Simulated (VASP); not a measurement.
Input of a VASP 6.6.1 run:

File INCAR:

```
ALGO     = Normal         # electronic algorithm
EDIFF    = 1E-6           # SCF threshold, eV
ENCUT    = 520            # plane-wave cutoff, eV
GGA      = PE             # functional
ISIF     = 2              # what is computed and relaxed
ISMEAR   = 0              # smearing method
LASPH    = True           # aspherical terms in the spheres
LCHARG   = True           # write CHGCAR
LELF     = True           # ELF
LREAL    = False          # projectors in reciprocal space
LVHAR    = True         
LWAVE    = False          # write WAVECAR
NBANDS   = 16             # bands
NELM     = 80             # most SCF steps
PREC     = Accurate       # precision mode
SIGMA    = 0.03           # smearing width, eV
```

KPOINTS

```
k-points
0
Gamma
  10 10 10
```

File POSCAR:

```
CdS
1.0
    0.0000000000      2.8909062000      2.6155818000
    2.8909062000      0.0000000000      2.6155818000
    2.8909062000      2.8909062000      0.0000000000
Cd S
1 1
Direct
    0.0000000000      0.0000000000      0.0000000000
    0.5000000000      0.5000000000      0.5000000000
```

Potentials or basis: VASP PAW PBE potentials, release 64 (Cd, S).

Command:

```sh
$ cat potpaw_PBE.64/Cd/POTCAR potpaw_PBE.64/S/POTCAR > POTCAR
$ mpirun -np 1 vasp_std > vasp.out
```

Task: Estimate the band gap on the k mesh.

Result: Zero (band 9 reaches 2.45 eV, above the bottom of band 10 at 2.37 eV).

Task: What does it give for the pressure?

Result: -1.8 GPa.

Stress tensor (GPa, compression positive):
```
-3.77  0.00  0.00
 0.00 -3.77  0.00
 0.00  0.00  2.20
```

Caveat: the cell differs from its parent crystal (strain +0.050 along x and y, -0.050 along z).
